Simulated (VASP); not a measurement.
Crystal: BaC5.

```
Ba C
1.0
     5.13529    0.00000    0.00000
    -2.56765    4.44730    0.00000
     0.00000    0.00000    2.75993
Ba C
1 5
Direct
  0.00000 0.00000 0.00000
  0.50000 0.00000 0.00000
  0.00000 0.50000 0.00000
  0.50000 0.50000 0.00000
  0.33333 0.66667 0.50000
  0.66667 0.33333 0.50000
```

- Program: VASP 6.6.1
- Task: relaxation of cell and atoms
- Functional: PBE
- Potentials or basis: VASP PAW PBE potentials, release 64 (Ba_sv, C)
- Cutoff: 600 eV
- k mesh: 9 × 9 × 14
- Occupations: gaussian, width 0.1 eV
- Spin: no spin polarisation

At the start: pressure 3.7 GPa; volume 10.51 Å³/atom.

How do energy, volume and symmetry change on relaxing?

Over 5 steps the energy falls by 4.0 meV/atom and the volume is 10.85 Å³/atom (+3.3 %); space group P6/mmm (No. 191, to 0.05 Å).

The path:
| step | energy change (eV) | largest force (eV/Å) | pressure (GPa) | volume (Å³) |
| --- | --- | --- | --- | --- |
| 1 | 0.0000 | 0.0000 | 3.72 | 63.03 |
| 2 | -0.0232 | 0.0000 | -0.28 | 65.28 |
| 3 | -0.0235 | 0.0000 | 0.07 | 65.07 |
| 4 | -0.0237 | 0.0000 | -0.02 | 65.14 |
| 5 | -0.0237 | 0.0000 | 0.01 | 65.12 |

Final structure:
```xyz
6
Lattice="5.1938 0.0000 0.0000 -2.5969 4.4979 0.0000 0.0000 0.0000 2.7876" Properties=species:S:1:pos:R:3 pbc="T T T"
Ba    0.0000    0.0000    0.0000
C     2.5969    0.0000    0.0000
C    -1.2984    2.2490    0.0000
C     1.2984    2.2490    0.0000
C     0.0000    2.9986    1.3938
C     2.5969    1.4993    1.3938
```
